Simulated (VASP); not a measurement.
# As3O (P6_3/mmc) in VASP: further runs, part 2 of 2

VASP 6.6.1. Earlier steps stand in the parts before.

## 3. Single point, PBE

This run uses another cell than the first one, of 16.38 Å³/atom.

The input, INCAR:

```
SYSTEM = As3O
PREC = Accurate ; ENCUT = 600
EDIFF = 1E-6 ; ISMEAR = 0
SIGMA = 0.1 ; LREAL = .False.
LASPH = .True. ; NELM = 120
ALGO = Normal ; ISIF = 2
LWAVE = .False. ; LCHARG = .False.
GGA = PE ; NBANDS = 61
GGA_COMPAT = .False.
```

The input, KPOINTS:

```
regular mesh
0
Gamma
  6 6 2
  0 0 0
```

The input, POSCAR:

```
As3O
1.0
    4.7233757291      0.0000000028      0.0000000000
   -2.3616878670      4.0905633716      0.0000000000
    0.0000000000      0.0000000000      6.7838812206
As O
6 2
Direct
    0.0000000000      0.0000000000      0.2500000000
    0.0000000000      0.0000000000      0.7500000000
    0.3333333333      0.6666666667      0.9602115755
    0.6666666667      0.3333333333      0.0397884245
    0.6666666667      0.3333333333      0.4602115755
    0.3333333333      0.6666666667      0.5397884245
    0.3333333333      0.6666666667      0.2500000000
    0.6666666667      0.3333333333      0.7500000000
```

Potentials or basis: VASP PAW PBE potentials, release 64 (As_d, O).

Started as:

```bash
> cat potpaw_PBE.64/As_d/POTCAR potpaw_PBE.64/O/POTCAR > POTCAR
> mpirun -np 1 vasp_std > vasp.out
```

OUTCAR:

```text
SYSTEM = As3O
   PREC = Accurate
   ENCUT = 600
   EDIFF = 1E-6
   ISMEAR = 0
   LREAL = .False.
   LASPH = .True.
   NELM = 120
   ISIF = 2
   GGA = PE

 ion  position               nearest neighbor table
   1  0.000  0.000  0.250-
   2  0.000  0.000  0.750-
   3  0.333  0.667  0.960-   7 1.97   4 2.78   4 2.78   4 2.78   6 2.85
   4  0.667  0.333  0.040-   8 1.97   3 2.78   3 2.78   3 2.78   5 2.85
   5  0.667  0.333  0.460-   8 1.97   6 2.78   6 2.78   6 2.78   4 2.85
   6  0.333  0.667  0.540-   7 1.97   5 2.78   5 2.78   5 2.78   3 2.85
   7  0.333  0.667  0.250-   3 1.97   6 1.97
   8  0.667  0.333  0.750-   4 1.97   5 1.97

  LATTYP: Found a hexagonal cell.
 ALAT       =     4.7233757291
 C/A-ratio  =     1.4362357792

  Lattice vectors:

 A1 = (   4.7233757291,   0.0000000028,   0.0000000000)
 A2 = (  -2.3616878670,   4.0905633716,   0.0000000000)
 A3 = (   0.0000000000,   0.0000000000,   6.7838812206)

Analysis of symmetry for initial positions (statically):
=====================================================================
 Subroutine PRICEL returns:
 Original cell was already a primitive cell.

 Routine SETGRP: Setting up the symmetry group for a
 hexagonal supercell.

 Subroutine GETGRP returns: Found 24 space group operations
 (whereof 12 operations were pure point group operations)
 out of a pool of 24 trial point group operations.

The static configuration has the point symmetry D_3d.
 The point group associated with its full space group is D_6h.

Analysis of symmetry for dynamics (positions and initial velocities):
=====================================================================
 Subroutine PRICEL returns:
 Original cell was already a primitive cell.

 Routine SETGRP: Setting up the symmetry group for a
 hexagonal supercell.

 Subroutine GETGRP returns: Found 24 space group operations
 (whereof 12 operations were pure point group operations)
[... 128 lines left out ...]
   LORBIT       =      0    0 simple, 1 ext, 2 COOP (PROOUT), +10 PAW based schemes
   GGA     = PE    functional components
   LHFCALC =     F    Hartree Fock is set to
   AEXX    =    0.0000 exact exchange contribution
   IVDW    =     0    specifies the selected vdW correction
   LEPSILON=     F    determine dielectric tensor
   LRPA    =     F    only Hartree local field effects (RPA)
 non-spin polarized calculation
 Gauss-broadening in eV      SIGMA  =   0.10
  energy-cutoff  :      600.00
  volume of cell :      131.07
 maximum number of plane-waves:      4407
 NGX is ok and might be reduce to    40
   NGX = 19   NGY = 19   NGZ = 27

 number of electron     102.0000004 magnetization

 Free energy of the ion-electron system (eV)
  ---------------------------------------------------
  ext. energy  EPLUGINS =         0.00000000
  ---------------------------------------------------
  free energy    TOTEN  =       -36.19484188 eV

  energy without entropy =      -36.17398228  energy(sigma->0) =      -36.18441208

 E-fermi :   4.3181     XC(G=0): -11.4686

 val. band max:        4.3150984186   @ k =   0.3333   0.3333   0.0000
 cond. band min:       4.3413152964   @ k =   0.3333   0.0000   0.5000
 fundamental gap:      0.0262168778
 Fermi energy:         4.3180630224

 k-point     1 :       0.0000    0.0000    0.0000
  band No.  band energies     occupation
      1     -32.1673      2.00000
      2     -32.1673      2.00000
      3     -32.1669      2.00000
      4     -32.1669      2.00000
      5     -32.1387      2.00000
      6     -32.1387      2.00000
[... 885 lines left out ...]
     60       8.6517      0.00000
     61       8.8923      0.00000

------------------------ aborting loop because EDIFF is reached ----------------------------------------

  FORCE on cell =-STRESS in cart. coord.  units (eV):
  Direction    XX          YY          ZZ          XY          YZ          ZX
  --------------------------------------------------------------------------------------
  -------------------------------------------------------------------------------------
  Total       -0.0637219     -0.0637219      0.0149794      0.0000000     -0.0000000      0.0000000
  in kB       -0.7789061     -0.7789061      0.1831007      0.0000000     -0.0000000      0.0000000
  external PRESSURE =      -0.4582372 kB  Pullay stress =       0.0000000 kB

 VOLUME and BASIS-vectors are now :
 -----------------------------------------------------------------------------
  energy-cutoff  :      600.00
  volume of cell :      131.07
      direct lattice vectors                 reciprocal lattice vectors
     4.723375729  0.000000003  0.000000000     0.211712990  0.122232552  0.000000000
    -2.361687867  4.090563372  0.000000000    -0.000000000  0.244465104  0.000000000
     0.000000000  0.000000000  6.783881221     0.000000000  0.000000000  0.147408241

 POSITION                                       TOTAL-FORCE (eV/Angst)
 -----------------------------------------------------------------------------------
      0.00000      0.00000      1.69597         0.000000     -0.000000      0.000000
      0.00000      0.00000      5.08791        -0.000000     -0.000000      0.000000
     -0.00000      2.72704      6.51396         0.000000     -0.000000     -0.021472
      2.36169      1.36352      0.26992         0.000000      0.000000      0.021472
      2.36169      1.36352      3.12202         0.000000      0.000000     -0.021472
     -0.00000      2.72704      3.66186        -0.000000      0.000000      0.021472
     -0.00000      2.72704      1.69597         0.000000     -0.000000      0.000000
      2.36169      1.36352      5.08791        -0.000000     -0.000000      0.000000
 -----------------------------------------------------------------------------------
    total drift:                                0.000000     -0.000000      0.000000

  FREE ENERGIE OF THE ION-ELECTRON SYSTEM (eV)
  ---------------------------------------------------
  free  energy   TOTEN  =       -36.1948418799 eV

  energy  without entropy=      -36.1739822804  energy(sigma->0) =      -36.18441208
```

OSZICAR:

```text
N       E                     dE             d eps       ncg     rms          rms(c)
DAV:   1     0.155830360109E+04    0.15583E+04   -0.39165E+04  2353   0.883E+03
DAV:   2     0.306608279198E+03   -0.12517E+04   -0.12099E+04  1721   0.168E+03
DAV:   3     0.795177218730E+01   -0.29866E+03   -0.28759E+03  1745   0.317E+02
DAV:   4    -0.370758514686E+02   -0.45028E+02   -0.43181E+02  2019   0.118E+02
DAV:   5    -0.396860364226E+02   -0.26102E+01   -0.25416E+01  1934   0.299E+01    0.128E+01
DAV:   6    -0.365564409839E+02    0.31296E+01   -0.17952E+01  2586   0.213E+01    0.741E+00
DAV:   7    -0.362010130988E+02    0.35543E+00   -0.41036E+00  2006   0.825E+00    0.325E+00
DAV:   8    -0.361946444801E+02    0.63686E-02   -0.60689E-01  2134   0.331E+00    0.751E-01
DAV:   9    -0.361947575889E+02   -0.11311E-03   -0.38155E-02  2286   0.104E+00    0.186E-01
DAV:  10    -0.361947333697E+02    0.24219E-04   -0.48944E-03  2097   0.455E-01    0.932E-02
DAV:  11    -0.361948460011E+02   -0.11263E-03   -0.52366E-04  2014   0.147E-01    0.243E-02
DAV:  12    -0.361948432209E+02    0.27802E-05   -0.10174E-04  2257   0.814E-02    0.143E-02
DAV:  13    -0.361948412920E+02    0.19289E-05   -0.17044E-05  1619   0.235E-02    0.489E-03
DAV:  14    -0.361948418799E+02   -0.58790E-06   -0.32984E-06  1542   0.120E-02
   1 F= -.36194842E+02 E0= -.36184412E+02  d E =-.208596E-01
```

stdout:

```text
POSCAR found type information on POSCAR AsO
 POSCAR found :  2 types and       8 ions
 scaLAPACK will be used
 LDA part: xc-table for (Slater+PW92), standard interpolation
 POSCAR, INCAR and KPOINTS ok, starting setup
 FFT: planning ... GRIDC
 FFT: planning ... GRID_SOFT
 FFT: planning ... GRID
 WAVECAR not read
 entering main loop
```

It took 1.7 min on 1 thread of Intel Xeon 6975P-C (Granite Rapids), shared host; peak memory 0.32 GiB.

What came out:

```yaml
Free_energy: -36.1948 eV
Pressure: 0.0 GPa
Largest_force: 0.021 eV/Å
Band_gap_on_the_k_mesh: zero (bands 51 and 52 overlap by 1.58 eV)
```

Forces in eV/Å, atoms in the order of the input:
```
As   0.000  0.000  0.000
As   0.000  0.000  0.000
As   0.000  0.000 -0.021
As   0.000  0.000  0.021
As   0.000  0.000 -0.021
As   0.000  0.000  0.021
O    0.000  0.000  0.000
O    0.000  0.000  0.000
```

Caveat: the k points lie up to 0.46 Å⁻¹ apart, too coarse for converged energies and pressures of a metal.
